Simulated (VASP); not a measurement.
# AgCl (P6_3/mmc) in VASP: settings compared, part 3 of 3

VASP 6.6.1. The steps go on from the part before.

### 4 Single point, PBEsol

This run uses another cell than the first one, of 24.03 Å³/atom, 0.911 times its volume.

INCAR reads:

```
SYSTEM = AgCl
PREC     = Accurate       ! precision mode
ENCUT    = 520            ! plane-wave cutoff, eV
EDIFF    = 1E-7           ! SCF threshold, eV
ISMEAR   = -1             ! smearing method
SIGMA    = 0.02           ! smearing width, eV
LREAL    = .FALSE.        ! projectors in reciprocal space
LASPH    = .TRUE.         ! aspherical terms in the spheres
NELM     = 80             ! most SCF steps
ALGO     = Normal         ! electronic algorithm
ISIF     = 2              ! what is computed and relaxed
LWAVE    = .FALSE.        ! write WAVECAR
LCHARG   = .FALSE.        ! write CHGCAR
GGA      = PS             ! functional
NBANDS   = 26             ! bands
```

KPOINTS reads:

```
Automatic mesh
0
G
  6 6 4
  0 0 0
```

POSCAR reads:

```
AgCl
1.0
    4.4270691308      0.0000000000      0.0000000000
   -2.2135345654      3.8339543316      0.0000000000
    0.0000000000      0.0000000000      5.6638290080
Ag Cl
2 2
Direct
    0.3333333333      0.6666666667      0.2500000000
    0.6666666667      0.3333333333      0.7500000000
    0.6666666667      0.3333333333      0.2500000000
    0.3333333333      0.6666666667      0.7500000000
```

Potentials or basis: VASP PAW PBE potentials, release 64 (Ag, Cl).

Run with:

```bash
> cat potpaw_PBE.64/Ag/POTCAR potpaw_PBE.64/Cl/POTCAR > POTCAR
> mpirun -np 1 vasp_std > vasp.out
```

OUTCAR:

```text
SYSTEM = AgCl
   PREC = Accurate
   ENCUT = 520
   EDIFF = 1E-7
   ISMEAR = -1
   LREAL = .FALSE.
   LASPH = .TRUE.
   NELM = 80
   ISIF = 2
   GGA = PS

 ion  position               nearest neighbor table
   1  0.333  0.667  0.250-   3 2.56   3 2.56   3 2.56   4 2.83   4 2.83
   2  0.667  0.333  0.750-   4 2.56   4 2.56   4 2.56   3 2.83   3 2.83
   3  0.667  0.333  0.250-   1 2.56   1 2.56   1 2.56   2 2.83   2 2.83
   4  0.333  0.667  0.750-   2 2.56   2 2.56   2 2.56   1 2.83   1 2.83

  LATTYP: Found a hexagonal cell.
 ALAT       =     4.4270691308
 C/A-ratio  =     1.2793631273

  Lattice vectors:

 A1 = (   4.4270691308,   0.0000000000,   0.0000000000)
 A2 = (  -2.2135345654,   3.8339543316,   0.0000000000)
 A3 = (   0.0000000000,   0.0000000000,   5.6638290080)

Analysis of symmetry for initial positions (statically):
=====================================================================
 Subroutine PRICEL returns:
 Original cell was already a primitive cell.

 Routine SETGRP: Setting up the symmetry group for a
 hexagonal supercell.

 Subroutine GETGRP returns: Found 24 space group operations
 (whereof 12 operations were pure point group operations)
 out of a pool of 24 trial point group operations.

The static configuration has the point symmetry D_3d.
 The point group associated with its full space group is D_6h.

Analysis of symmetry for dynamics (positions and initial velocities):
=====================================================================
 Subroutine PRICEL returns:
 Original cell was already a primitive cell.

 Routine SETGRP: Setting up the symmetry group for a
 hexagonal supercell.

 Subroutine GETGRP returns: Found 24 space group operations
 (whereof 12 operations were pure point group operations)
 out of a pool of 24 trial point group operations.

The dynamic configuration has the point symmetry D_3d.
 The point group associated with its full space group is D_6h.

 Subroutine INISYM returns: Found 24 space group operations
 (whereof 12 operations are pure point group operations),
 and found     1 'primitive' translations

----------------------------------------------------------------------------------------

                                     Primitive cell

  volume of cell :      96.1332

  direct lattice vectors                    reciprocal lattice vectors
     4.427069131  0.000000000  0.000000000     0.225883078  0.130413656  0.000000000
    -2.213534565  3.833954332  0.000000000     0.000000000  0.260827311  0.000000000
     0.000000000  0.000000000  5.663829008     0.000000000  0.000000000  0.176559003

  length of vectors
     4.427069131  4.427069131  5.663829008     0.260827311  0.260827311  0.176559003

  position of ions in fractional coordinates (direct lattice)
     0.333333333  0.666666667  0.250000000
     0.666666667  0.333333333  0.750000000
     0.666666667  0.333333333  0.250000000
     0.333333333  0.666666667  0.750000000

  ion indices of the primitive-cell ions
   primitive index   ion index
                 1           1
                 2           2
                 3           3
                 4           4

----------------------------------------------------------------------------------------

 KPOINTS: Automatic mesh

Automatic generation of k-mesh.
 Grid dimensions read from file:
 generate k-points for:    6    6    4

 Generating k-lattice:

  Cartesian coordinates                     Fractional coordinates (reciprocal lattice)
     0.037647180  0.021735609  0.000000000     0.166666667 -0.000000000  0.000000000
     0.000000000  0.043471219  0.000000000     0.000000000  0.166666667  0.000000000
     0.000000000  0.000000000  0.044139751     0.000000000  0.000000000  0.250000000

  Length of vectors
     0.043471219  0.043471219  0.044139751

  Shift w.r.t. Gamma in fractional coordinates (k-lattice)
     0.000000000  0.000000000  0.000000000

 Subroutine IBZKPT returns following result:
 ===========================================

 Found     21 irreducible k-points:

 Following reciprocal coordinates:
            Coordinates               Weight
  0.000000  0.000000  0.000000      1.000000
  0.166667  0.000000  0.000000      6.000000
  0.333333  0.000000  0.000000      6.000000
  0.500000  0.000000  0.000000      3.000000
  0.166667  0.166667  0.000000      6.000000
  0.333333  0.166667  0.000000     12.000000
[... 13 lines left out ...]
  0.333333  0.166667  0.500000     12.000000
  0.333333  0.333333  0.500000      2.000000
   k-points           NKPTS =     21   k-points in BZ     NKDIM =     21   number of bands    NBANDS=     26
   number of dos      NEDOS =    301   number of ions     NIONS =      4
   total plane-waves  NPLWV =  54432
   dimension x,y,z NGX =    36 NGY =   36 NGZ =   42
   dimension x,y,z NGXF=    72 NGYF=   72 NGZF=   84
   ions per type =               2   2
   NGX,Y,Z   is equivalent  to a cutoff of  13.52, 13.52, 12.33 a.u.
   NGXF,Y,Z  is equivalent  to a cutoff of  27.04, 27.04, 24.66 a.u.
 SYSTEM =  AgCl
   PREC   = accura    normal or accurate (medium, high low for compatibility)
   ISTART =      0    job   : 0-new  1-cont  2-samecut
   ICHARG =      2    charge: 1-file 2-atom 10-const
   ISPIN  =      1    spin polarized calculation?
   LNONCOLLINEAR =      F non collinear calculations
   LSORBIT =      F    spin-orbit coupling
   LASPH  =      T    aspherical Exc in radial PAW
   ENCUT  =  520.0 eV  38.22 Ry    6.18 a.u.   8.23  8.23 10.53*2*pi/ulx,y,z
   NELM   =     80;   NELMIN=  2; NELMDL= -5     # of ELM steps
   EDIFF  = 0.1E-06   stopping-criterion for ELM
   LREAL  =      F    real-space projection
   EDIFFG = 0.1E-05   stopping-criterion for IOM
   NSW    =      0    number of steps for IOM
   IBRION =     -1    ionic relax: 0-MD 1-quasi-New 2-CG
   NFREE  =      0    steps in history (QN), initial steepest desc. (CG)
   ISIF   =      2    stress and relaxation
   ISYM   =      2    0-nonsym 1-usesym 2-fastsym
   POTIM  = 0.5000    time-step for ionic-motion
   TEBEG  =    0.0;   TEEND  =   0.0 temperature during run
   PSTRESS=    0.0 pullay stress
   NELECT =      36.0000    total number of electrons
   NUPDOWN=      -1.0000    fix difference up-down
   EMIN   =  10.00;   EMAX   =-10.00  energy-range for DOS
   EFERMI =   0.00;   METHOD = LEGACY
   ISMEAR =    -1;   SIGMA  =   0.02  broadening in eV -4-tet -1-fermi 0-gaus
   EFERMI_NEDOS =   21; number of points for ismear=-14 and -15
   IALGO  =     38    algorithm
   IMIX   =      4    mixing-type and parameters
     AMIX     =   0.40;   BMIX     =  1.00
     AMIX_MAG =   1.60;   BMIX_MAG =  1.00
  volume/ion in A,a.u.               =      24.03       162.18
  Fermi-wavevector in a.u.,A,eV,Ry     =   1.180007  2.229890 18.944973  1.392416
  Thomas-Fermi vector in A             =   2.316307
   LORBIT       =      0    0 simple, 1 ext, 2 COOP (PROOUT), +10 PAW based schemes
   GGA     = PS    functional components
   LHFCALC =     F    Hartree Fock is set to
   AEXX    =    0.0000 exact exchange contribution
   IVDW    =     0    specifies the selected vdW correction
   LEPSILON=     F    determine dielectric tensor
   LRPA    =     F    only Hartree local field effects (RPA)
 non-spin polarized calculation
  energy-cutoff  :      520.00
  volume of cell :       96.13
 maximum number of plane-waves:      2631
 NGX is ok and might be reduce to    36
   NGX = 17   NGY = 17   NGZ = 21

 number of electron      36.0000001 magnetization

 Free energy of the ion-electron system (eV)
  ---------------------------------------------------
  ext. energy  EPLUGINS =         0.00000000
  ---------------------------------------------------
  free energy    TOTEN  =       -12.06126822 eV

  energy without entropy =      -12.06126822  energy(sigma->0) =      -12.06126822

 E-fermi :   3.0362     XC(G=0):  -9.3315

 val. band max:        2.5698812647   @ k =   0.0000   0.0000   0.0000
 cond. band min:       3.7612865751   @ k =   0.0000   0.0000   0.0000
 fundamental gap:      1.1914053104
 Fermi energy:         3.0361585391

 k-point     1 :       0.0000    0.0000    0.0000
  band No.  band energies     occupation
      1     -12.5278      2.00000
      2     -12.0938      2.00000
      3      -1.9690      2.00000
      4      -1.9690      2.00000
      5      -1.7382      2.00000
      6      -1.7382      2.00000
[... 598 lines left out ...]
     25      11.8686      0.00000
     26      11.8686      0.00000

------------------------ aborting loop because EDIFF is reached ----------------------------------------

  FORCE on cell =-STRESS in cart. coord.  units (eV):
  Direction    XX          YY          ZZ          XY          YZ          ZX
  --------------------------------------------------------------------------------------
  -------------------------------------------------------------------------------------
  Total       -0.0396696     -0.0396696     -0.0363144      0.0000000     -0.0000000      0.0000000
  in kB       -0.6611418     -0.6611418     -0.6052232      0.0000000     -0.0000000      0.0000000
  external PRESSURE =      -0.6425023 kB  Pullay stress =       0.0000000 kB

 VOLUME and BASIS-vectors are now :
 -----------------------------------------------------------------------------
  energy-cutoff  :      520.00
  volume of cell :       96.13
      direct lattice vectors                 reciprocal lattice vectors
     4.427069131  0.000000000  0.000000000     0.225883078  0.130413656  0.000000000
    -2.213534565  3.833954332  0.000000000     0.000000000  0.260827311  0.000000000
     0.000000000  0.000000000  5.663829008     0.000000000  0.000000000  0.176559003

 POSITION                                       TOTAL-FORCE (eV/Angst)
 -----------------------------------------------------------------------------------
     -0.00000      2.55597      1.41596         0.000000     -0.000000      0.000000
      2.21353      1.27798      4.24787        -0.000000      0.000000      0.000000
      2.21353      1.27798      1.41596        -0.000000     -0.000000      0.000000
     -0.00000      2.55597      4.24787        -0.000000      0.000000      0.000000
 -----------------------------------------------------------------------------------
    total drift:                               -0.000000      0.000000     -0.000000

  FREE ENERGIE OF THE ION-ELECTRON SYSTEM (eV)
  ---------------------------------------------------
  free  energy   TOTEN  =       -12.0612682188 eV

  energy  without entropy=      -12.0612682188  energy(sigma->0) =      -12.06126822
```

It took 68 s on 1 thread of Oxide Virtual Turin-like, shared host; peak memory 0.2 GiB.

What came out:

```
Free energy            : -12.0613 eV
Pressure               : -0.1 GPa
Band gap on the k mesh : 1.19 eV, direct
```

Caveat: the PAW data sets were made with another functional, which shifts forces and pressure a little. A hybrid or GW would open this gap; PBEsol tends to underestimate it.

### 5 Single point, PBE

This run uses another cell than the first one, of 25.30 Å³/atom, 0.959 times its volume.

INCAR reads:

```
SYSTEM = AgCl
ALGO = Normal
EDIFF = 1E-6
ENCUT = 520
GGA = PE
ISIF = 2
ISMEAR = -1
LASPH = .TRUE.
LCHARG = .TRUE.
LELF = .TRUE.
LREAL = .FALSE.
LVHAR = .TRUE.
LWAVE = .FALSE.
NBANDS = 26
NELM = 60
PREC = Accurate
SIGMA = 0.02
```

KPOINTS reads:

```
k-points
0
G
  6 6 4
  0 0 0
```

POSCAR reads:

```
AgCl
1.0
    4.5183990750      0.0000000000      0.0000000000
   -2.2591995375      3.9130483834      0.0000000000
    0.0000000000      0.0000000000      5.7230251153
Ag Cl
2 2
Direct
    0.3333333333      0.6666666667      0.2500000000
    0.6666666667      0.3333333333      0.7500000000
    0.6666666667      0.3333333333      0.2500000000
    0.3333333333      0.6666666667      0.7500000000
```

Run with:

```bash
> cat potpaw_PBE.64/Ag/POTCAR potpaw_PBE.64/Cl/POTCAR > POTCAR
> mpirun -np 1 vasp_std > vasp.out
```

Run time: 1.9 min. Hardware: 1 thread of Oxide Virtual Turin-like, shared host; peak memory 0.22 GiB.

The run converged. Its results:

```yaml
Free_energy: -10.8436 eV
Pressure: 1.1 GPa
Band_gap_on_the_k_mesh: 1.36 eV, indirect (least direct gap 1.39 eV)
```

Stress tensor (GPa, compression positive):
```
0.99 0.00 0.00
0.00 0.99 0.00
0.00 0.00 1.44
```

Levels at points of the mesh, in eV from the valence-band top:
```tsv
k point	band 14	band 15	band 16	band 17	band 18	band 19	band 20	band 21	band 22	band 23
(0.00, 0.00, 0.00)	-1.59	-0.31	-0.31	-0.02	-0.02	1.36	3.04	7.45	7.45	8.39
(0.50, 0.00, 0.00)	-1.43	-1.42	-1.39	-1.38	-1.01	4.02	4.39	6.15	7.54	8.69
(0.00, 0.00, 0.50)	-1.01	-0.12	-0.12	-0.12	-0.12	3.46	3.46	7.34	7.34	7.34
(0.50, 0.00, 0.50)	-1.61	-1.12	-1.12	-0.13	-0.13	4.82	4.82	6.27	6.27	7.78
```

A k mesh can miss the band edges. A hybrid or GW would open this gap; PBE tends to underestimate it.

### 6 Overview

```csv
task,level,potentials or basis,cell,cutoff (eV),gap on the mesh (eV),pressure (GPa)
relaxation of cell and atoms,r2SCAN,"VASP PAW PBE potentials, release 64 (Ag, Cl)","relaxed from a = 4.515, b = 4.515, c = 5.975 Å, angles 90.0, 90.0, 120.0°, 4 atoms",600,1.77,0.0
single point,LDA,"VASP PAW LDA potentials, release 64 (Ag, Cl)","a = 4.354, b = 4.354, c = 5.539 Å, angles 90.0, 90.0, 120.0°, 4 atoms",520,1.05,0.0
single point,PBEsol,"VASP PAW PBE potentials, release 64 (Ag, Cl)","a = 4.427, b = 4.427, c = 5.664 Å, angles 90.0, 90.0, 120.0°, 4 atoms",520,1.19,-0.1
single point,PBE,"VASP PAW PBE potentials, release 64 (Ag, Cl)","a = 4.518, b = 4.518, c = 5.723 Å, angles 90.0, 90.0, 120.0°, 4 atoms",520,1.36,1.1
```

Alike in all rows: no spin polarisation; k mesh 6 × 6 × 4; smearing fermi-dirac 0.02 eV.

Caveats: the PAW data sets were made with another functional, which shifts forces and pressure a little (some runs).

Absolute energies hang on the potentials; compare differences alone.
